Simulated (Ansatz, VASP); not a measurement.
## SnO2 in VASP and in Ansatz

```
Sn O
1.0
     4.93306    0.00000    0.00000
     0.00000    4.93367    0.00000
     0.00000    0.00000    3.33280
Sn O
2 4
Direct
  0.50000 0.50000 0.50000
  0.00000 0.00000 0.00000
  0.30598 0.28024 0.00000
  0.80598 0.21976 0.50000
  0.19402 0.78024 0.50000
  0.69402 0.71976 0.00000
```

Alike in both runs: task single point; functional LDA; k mesh 6 × 6 × 8; occupations gaussian, width 0.05 eV; no spin polarisation.

|  | VASP | Ansatz |
| --- | --- | --- |
| version | VASP 6.6.1 | Ansatz 0.2.0 |
| potentials or method | VASP PAW LDA potentials, release 64 (Sn_d, O), cutoff 520 eV | scalar-relativistic, plane waves, PAW |
| valence electrons in the cell | 52 | 52 |

VASP gave:

```
gap on the k mesh at the Fermi level (eV)                     : 0.20
least direct gap on the mesh (eV)                             : 0.62
pressure (GPa)                                                : -20.1
traceless stress, the component that is largest in VASP (GPa) : 2.53
rms of the force components (eV/Å)                            : 0.715
```

Question: What did Ansatz give for the same quantities?

Answer: gap on the k mesh at the Fermi level (eV): 0.20; least direct gap on the mesh (eV): 0.60; pressure (GPa): -20.6; traceless stress, the component that is largest in VASP (GPa): 2.49; rms of the force components (eV/Å): 0.705.

LDA's correlation is that of Perdew and Zunger in VASP and of Perdew and Wang (1992) in Ansatz. Atom by atom the forces differ by 0.010 eV/Å (rms over components).
